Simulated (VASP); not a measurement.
# Ge (P6/mmm) in VASP: notebook

The runs below take Ge through single point, with RPBE.

Everything below comes from runs of VASP 6.6.1. Logs are shortened: lines on timing, memory, paths and dates and some standing lists are left out, and cuts for length are marked.

**1. The cell of the first run**

It takes space group P6/mmm (No. 191, hexagonal). The conventional cell has a = 4.880 Å, b = 4.880 Å, c = 2.774 Å, α = 90.00°, β = 90.00°, γ = 120.00°. Ge (site symmetry 6/mmm) has 14 Ge at 2.77 to 3.14 Å within 3.7 Å. Within 3.7 Å of Ge (site symmetry -6m2) lie 11 Ge at 2.77 to 3.14 Å.

This isn't the form of Ge at room conditions, which is diamond.

**2. Single point, RPBE (19.07 Å³/atom)**

Input file INCAR:

```
SYSTEM = Ge
  PREC = Accurate
  ENCUT = 520
  EDIFF = 1E-6
  ISMEAR = -1
  SIGMA = 0.1
  LREAL = .FALSE.
  LASPH = .TRUE.
  NELM = 80
  ALGO = Normal
  ISIF = 2
  LWAVE = .FALSE.
  LCHARG = .FALSE.
  GGA = RP
  NBANDS = 28
```

Input file KPOINTS:

```
Automatic mesh
0
G
  8 8 13
  0 0 0
```

Input file POSCAR:

```
Ge
1.0
    4.8800592002      0.0000000000      0.0000000000
   -2.4400296001      4.2262552393      0.0000000000
    0.0000000000      0.0000000000      2.7741603225
Ge
3
Direct
    0.0000000000      0.0000000000      1.0000000000
    0.3333333333      0.6666666667      0.5000000000
    0.6666666667      0.3333333333      0.5000000000
```

Potentials or basis: VASP PAW PBE potentials, release 64 (Ge_d).

Launch:

```bash
> cat potpaw_PBE.64/Ge_d/POTCAR > POTCAR
> mpirun -np 1 vasp_std > vasp.out
```

OUTCAR:

```text
SYSTEM = Ge
   PREC = Accurate
   ENCUT = 520
   EDIFF = 1E-6
   ISMEAR = -1
   LREAL = .FALSE.
   LASPH = .TRUE.
   NELM = 80
   ISIF = 2
   GGA = RP

 ion  position               nearest neighbor table
   1  0.000  0.000  0.000-
   2  0.333  0.667  0.500-   3 2.82   3 2.82   3 2.82
   3  0.667  0.333  0.500-   2 2.82   2 2.82   2 2.82

  LATTYP: Found a hexagonal cell.
 ALAT       =     4.8800592002
 C/A-ratio  =     0.5684685797

  Lattice vectors:

 A1 = (   4.8800592002,   0.0000000000,   0.0000000000)
 A2 = (  -2.4400296001,   4.2262552393,   0.0000000000)
 A3 = (   0.0000000000,   0.0000000000,   2.7741603225)

Analysis of symmetry for initial positions (statically):
=====================================================================
 Subroutine PRICEL returns:
 Original cell was already a primitive cell.

 Routine SETGRP: Setting up the symmetry group for a
 hexagonal supercell.

 Subroutine GETGRP returns: Found 24 space group operations
 (whereof 24 operations were pure point group operations)
 out of a pool of 24 trial point group operations.

The static configuration has the point symmetry D_6h.

Analysis of symmetry for dynamics (positions and initial velocities):
=====================================================================
 Subroutine PRICEL returns:
 Original cell was already a primitive cell.

 Routine SETGRP: Setting up the symmetry group for a
 hexagonal supercell.

 Subroutine GETGRP returns: Found 24 space group operations
 (whereof 24 operations were pure point group operations)
 out of a pool of 24 trial point group operations.

The dynamic configuration has the point symmetry D_6h.

 Subroutine INISYM returns: Found 24 space group operations
 (whereof 24 operations are pure point group operations),
 and found     1 'primitive' translations

----------------------------------------------------------------------------------------

                                     Primitive cell

  volume of cell :      57.2153

  direct lattice vectors                    reciprocal lattice vectors
     4.880059200  0.000000000  0.000000000     0.204915547  0.118308046  0.000000000
    -2.440029600  4.226255239  0.000000000     0.000000000  0.236616092  0.000000000
     0.000000000  0.000000000  2.774160323     0.000000000  0.000000000  0.360469434

  length of vectors
     4.880059200  4.880059200  2.774160323     0.236616092  0.236616092  0.360469434

  position of ions in fractional coordinates (direct lattice)
     0.000000000  0.000000000  0.000000000
     0.333333333  0.666666667  0.500000000
     0.666666667  0.333333333  0.500000000

  ion indices of the primitive-cell ions
   primitive index   ion index
                 1           1
                 2           2
                 3           3

----------------------------------------------------------------------------------------

 KPOINTS: Automatic mesh

Automatic generation of k-mesh.
 Grid dimensions read from file:
 generate k-points for:    8    8   13

 Generating k-lattice:

  Cartesian coordinates                     Fractional coordinates (reciprocal lattice)
     0.025614443  0.014788506  0.000000000     0.125000000  0.000000000  0.000000000
     0.000000000  0.029577012  0.000000000     0.000000000  0.125000000  0.000000000
     0.000000000  0.000000000  0.027728418     0.000000000  0.000000000  0.076923077

  Length of vectors
     0.029577012  0.029577012  0.027728418

  Shift w.r.t. Gamma in fractional coordinates (k-lattice)
     0.000000000  0.000000000  0.000000000

 Subroutine IBZKPT returns following result:
 ===========================================

 Found     70 irreducible k-points:

 Following reciprocal coordinates:
            Coordinates               Weight
  0.000000  0.000000  0.000000      1.000000
  0.125000 -0.000000  0.000000      6.000000
  0.250000 -0.000000  0.000000      6.000000
  0.375000 -0.000000  0.000000      6.000000
  0.500000 -0.000000  0.000000      3.000000
  0.125000  0.125000  0.000000      6.000000
[... 16 lines left out ...]
  0.250000 -0.000000  0.153846     12.000000
  0.375000 -0.000000  0.153846     12.000000
 [... further k-points ...]
   k-points           NKPTS =     70   k-points in BZ     NKDIM =     70   number of bands    NBANDS=     28
   number of dos      NEDOS =    301   number of ions     NIONS =      3
   total plane-waves  NPLWV =  31104
   dimension x,y,z NGX =    36 NGY =   36 NGZ =   24
   dimension x,y,z NGXF=    72 NGYF=   72 NGZF=   48
   ions per type =               3
   NGX,Y,Z   is equivalent  to a cutoff of  12.26, 12.26, 14.38 a.u.
   NGXF,Y,Z  is equivalent  to a cutoff of  24.53, 24.53, 28.76 a.u.
 SYSTEM =  Ge
   PREC   = accura    normal or accurate (medium, high low for compatibility)
   ISTART =      0    job   : 0-new  1-cont  2-samecut
   ICHARG =      2    charge: 1-file 2-atom 10-const
   ISPIN  =      1    spin polarized calculation?
   LNONCOLLINEAR =      F non collinear calculations
   LSORBIT =      F    spin-orbit coupling
   LASPH  =      T    aspherical Exc in radial PAW
   ENCUT  =  520.0 eV  38.22 Ry    6.18 a.u.   9.07  9.07  5.16*2*pi/ulx,y,z
   NELM   =     80;   NELMIN=  2; NELMDL= -5     # of ELM steps
   EDIFF  = 0.1E-05   stopping-criterion for ELM
   LREAL  =      F    real-space projection
   EDIFFG = 0.1E-04   stopping-criterion for IOM
   NSW    =      0    number of steps for IOM
   IBRION =     -1    ionic relax: 0-MD 1-quasi-New 2-CG
   NFREE  =      0    steps in history (QN), initial steepest desc. (CG)
   ISIF   =      2    stress and relaxation
   ISYM   =      2    0-nonsym 1-usesym 2-fastsym
   POTIM  = 0.5000    time-step for ionic-motion
   TEBEG  =    0.0;   TEEND  =   0.0 temperature during run
   PSTRESS=    0.0 pullay stress
   NELECT =      42.0000    total number of electrons
   NUPDOWN=      -1.0000    fix difference up-down
   EMIN   =  10.00;   EMAX   =-10.00  energy-range for DOS
   EFERMI =   0.00;   METHOD = LEGACY
   ISMEAR =    -1;   SIGMA  =   0.10  broadening in eV -4-tet -1-fermi 0-gaus
   EFERMI_NEDOS =   21; number of points for ismear=-14 and -15
   IALGO  =     38    algorithm
   IMIX   =      4    mixing-type and parameters
     AMIX     =   0.40;   BMIX     =  1.00
     AMIX_MAG =   1.60;   BMIX_MAG =  1.00
  volume/ion in A,a.u.               =      19.07       128.70
  Fermi-wavevector in a.u.,A,eV,Ry     =   1.476796  2.790740 29.673301  2.180926
  Thomas-Fermi vector in A             =   2.591279
   LORBIT       =      0    0 simple, 1 ext, 2 COOP (PROOUT), +10 PAW based schemes
   GGA     = RP    functional components
   LHFCALC =     F    Hartree Fock is set to
   AEXX    =    0.0000 exact exchange contribution
   IVDW    =     0    specifies the selected vdW correction
   LEPSILON=     F    determine dielectric tensor
   LRPA    =     F    only Hartree local field effects (RPA)
 non-spin polarized calculation
  energy-cutoff  :      520.00
  volume of cell :       57.22
 maximum number of plane-waves:      1558
   NGX = 19   NGY = 19   NGZ = 11

 number of electron      41.9999990 magnetization

 Free energy of the ion-electron system (eV)
  ---------------------------------------------------
  ext. energy  EPLUGINS =         0.00000000
  ---------------------------------------------------
  free energy    TOTEN  =       -11.48742706 eV

  energy without entropy =      -11.44452766  energy(sigma->0) =      -11.46597736

 E-fermi :   6.7022     XC(G=0): -11.1326

 val. band max:        6.6897710621   @ k =   0.1250   0.1250   0.1538
 cond. band min:       6.7165374382   @ k =   0.2500   0.1250   0.2308
 fundamental gap:      0.0267663761
 Fermi energy:         6.7022238781

 k-point     1 :       0.0000    0.0000    0.0000
  band No.  band energies     occupation
      1     -18.2207      2.00000
      2     -18.1551      2.00000
      3     -18.1551      2.00000
      4     -18.1019      2.00000
      5     -18.1019      2.00000
      6     -18.0246      2.00000
[... 20 lines left out ...]
     27      16.9824      0.00000
     28      17.1215      0.00000

 k-point     2 :       0.1250   -0.0000    0.0000
  band No.  band energies     occupation
      1     -18.2205      2.00000
      2     -18.1555      2.00000
      3     -18.1554      2.00000
      4     -18.1020      2.00000
      5     -18.1018      2.00000
      6     -18.0236      2.00000
[... 20 lines left out ...]
     27      16.7453      0.00000
     28      16.9096      0.00000

 k-point     3 :       0.2500   -0.0000    0.0000
  band No.  band energies     occupation
      1     -18.2201      2.00000
      2     -18.1564      2.00000
      3     -18.1563      2.00000
      4     -18.1023      2.00000
      5     -18.1015      2.00000
      6     -18.0207      2.00000
[... 20 lines left out ...]
     27      16.3112      0.00000
     28      16.5595      0.00000

 k-point     4 :       0.3750   -0.0000    0.0000
  band No.  band energies     occupation
      1     -18.2197      2.00000
      2     -18.1578      2.00000
      3     -18.1571      2.00000
      4     -18.1026      2.00000
      5     -18.1011      2.00000
      6     -18.0161      2.00000
[... 20 lines left out ...]
     27      16.3020      0.00000
     28      16.5856      0.00000

 k-point     5 :       0.5000   -0.0000    0.0000
  band No.  band energies     occupation
      1     -18.2195      2.00000
      2     -18.1585      2.00000
      3     -18.1574      2.00000
      4     -18.1028      2.00000
      5     -18.1009      2.00000
      6     -18.0124      2.00000
[... 20 lines left out ...]
     27      15.3874      0.00000
     28      16.2087      0.00000

 k-point     6 :       0.1250    0.1250    0.0000
  band No.  band energies     occupation
      1     -18.2202      2.00000
      2     -18.1562      2.00000
      3     -18.1560      2.00000
      4     -18.1022      2.00000
      5     -18.1017      2.00000
      6     -18.0217      2.00000
[... 463 lines left out ...]
      5     -18.1170      2.00000
      6     -17.9897      2.00000
[... 20 lines left out ...]
     27      14.9316      0.00000
     28      18.4018      0.00000

 k-point    22 :       0.1250   -0.0000    0.1538
  band No.  band energies     occupation
      1     -18.1837      2.00000
      2     -18.1551      2.00000
      3     -18.1549      2.00000
      4     -18.1170      2.00000
      5     -18.1170      2.00000
      6     -17.9887      2.00000
[... 20 lines left out ...]
     27      14.5559      0.00000
     28      18.3021      0.00000

 k-point    23 :       0.2500   -0.0000    0.1538
  band No.  band energies     occupation
      1     -18.1835      2.00000
      2     -18.1554      2.00000
      3     -18.1552      2.00000
      4     -18.1171      2.00000
      5     -18.1166      2.00000
      6     -17.9863      2.00000
[... 20 lines left out ...]
     27      13.4625      0.00000
     28      17.4190      0.00000

 k-point    24 :       0.3750   -0.0000    0.1538
  band No.  band energies     occupation
      1     -18.1833      2.00000
      2     -18.1557      2.00000
      3     -18.1557      2.00000
      4     -18.1171      2.00000
      5     -18.1159      2.00000
      6     -17.9830      2.00000
[... 20 lines left out ...]
     27      12.9325      0.00000
     28      16.6927      0.00000

 [... further k-points ...]
[... 5 lines left out ...]
  --------------------------------------------------------------------------------------
  -------------------------------------------------------------------------------------
  Total        0.8183093      0.8183093      1.2648925      0.0000000      0.0000000      0.0000000
  in kB       22.9147817     22.9147817     35.4202659      0.0000000      0.0000000      0.0000000
  external PRESSURE =      27.0832764 kB  Pullay stress =       0.0000000 kB

 VOLUME and BASIS-vectors are now :
 -----------------------------------------------------------------------------
  energy-cutoff  :      520.00
  volume of cell :       57.22
      direct lattice vectors                 reciprocal lattice vectors
     4.880059200  0.000000000  0.000000000     0.204915547  0.118308046  0.000000000
    -2.440029600  4.226255239  0.000000000     0.000000000  0.236616092  0.000000000
     0.000000000  0.000000000  2.774160323     0.000000000  0.000000000  0.360469434

 POSITION                                       TOTAL-FORCE (eV/Angst)
 -----------------------------------------------------------------------------------
      0.00000      0.00000      0.00000        -0.000000      0.000000     -0.000000
     -0.00000      2.81750      1.38708         0.000000      0.000000      0.000000
      2.44003      1.40875      1.38708        -0.000000      0.000000     -0.000000
 -----------------------------------------------------------------------------------
    total drift:                                0.000000      0.000000     -0.000000

  FREE ENERGIE OF THE ION-ELECTRON SYSTEM (eV)
  ---------------------------------------------------
  free  energy   TOTEN  =       -11.4874270620 eV

  energy  without entropy=      -11.4445276557  energy(sigma->0) =      -11.46597736
```

Run time: 39 s. Hardware: 1 thread of AMD EPYC 9R45 (Zen 5), shared host; peak memory 0.19 GiB.

What came out:

| Quantity | Value |
| --- | --- |
| Free energy | -11.4874 eV |
| Pressure | 2.7 GPa |
| Band gap on the k mesh | zero (bands 21 and 22 overlap by 4.73 eV) |

Levels at points of the mesh, in eV from the Fermi level:
```tsv
k point	band 19	band 20	band 21	band 22	band 23	band 24
(0.00, 0.00, 0.00)	-3.23	-3.23	-3.14	-3.14	5.38	8.56
(0.50, 0.00, 0.00)	-5.35	0.90	1.00	2.77	3.07	4.51
```

Caveat: the PAW data sets were made with another functional, which shifts forces and pressure a little.

**3. Single point, RPBE (19.87 Å³/atom)**

This run uses another cell than the first one, of 19.87 Å³/atom.

Input file INCAR:

```
ALGO     = Normal         # electronic algorithm
EDIFF    = 1E-7           # SCF threshold, eV
ENCUT    = 520            # plane-wave cutoff, eV
GGA      = RP             # functional
ISIF     = 2              # what is computed and relaxed
ISMEAR   = -1             # smearing method
LASPH    = T              # aspherical terms in the spheres
LCHARG   = F              # write CHGCAR
LREAL    = F              # projectors in reciprocal space
LWAVE    = F              # write WAVECAR
NBANDS   = 28             # bands
NELM     = 80             # most SCF steps
PREC     = Accurate       # precision mode
SIGMA    = 0.1            # smearing width, eV
```

Input file KPOINTS:

```
k-points
0
Gamma
  8 8 13
```

Input file POSCAR:

```
Ge
1.0
    4.9469176343      0.0000000000      0.0000000000
   -2.4734588172      4.2841563417      0.0000000000
    0.0000000000      0.0000000000      2.8121672416
Ge
3
Direct
    0.0000000000      0.0000000000      1.0000000000
    0.3333333333      0.6666666667      0.5000000000
    0.6666666667      0.3333333333      0.5000000000
```

Potentials or basis: VASP PAW PBE potentials, release 64 (Ge_d).

Launch:

```bash
> cat potpaw_PBE.64/Ge_d/POTCAR > POTCAR
> mpirun -np 1 vasp_std > vasp.out
```

Wall time 49 s (1 thread of AMD EPYC 9R45 (Zen 5), shared host); peak memory 0.2 GiB.

Results (log left out):

```yaml
Free_energy: -11.5088 eV
Pressure: 0.1 GPa
Band_gap_on_the_k_mesh: zero (bands 21 and 22 overlap by 4.46 eV)
```

Stress tensor (GPa, compression positive):
```
-0.29  0.00  0.00
 0.00 -0.29  0.00
 0.00  0.00  0.76
```

Levels at points of the mesh, in eV from the Fermi level:
```
           k point  band 17  band 18  band 19  band 20  band 21  band 22  band 23  band 24  band 25  band 26
(0.00, 0.00, 0.00)    -6.78    -6.50    -3.06    -3.06    -2.97    -2.97     5.20     8.18     8.18     8.97
(0.50, 0.00, 0.00)   -10.68    -7.75    -5.11     0.81     0.91     2.72     3.03     4.35     7.01     7.12
```

Caveat: the PAW data sets were made with another functional, which shifts forces and pressure a little.

(Part 1 of 2 ends here.)
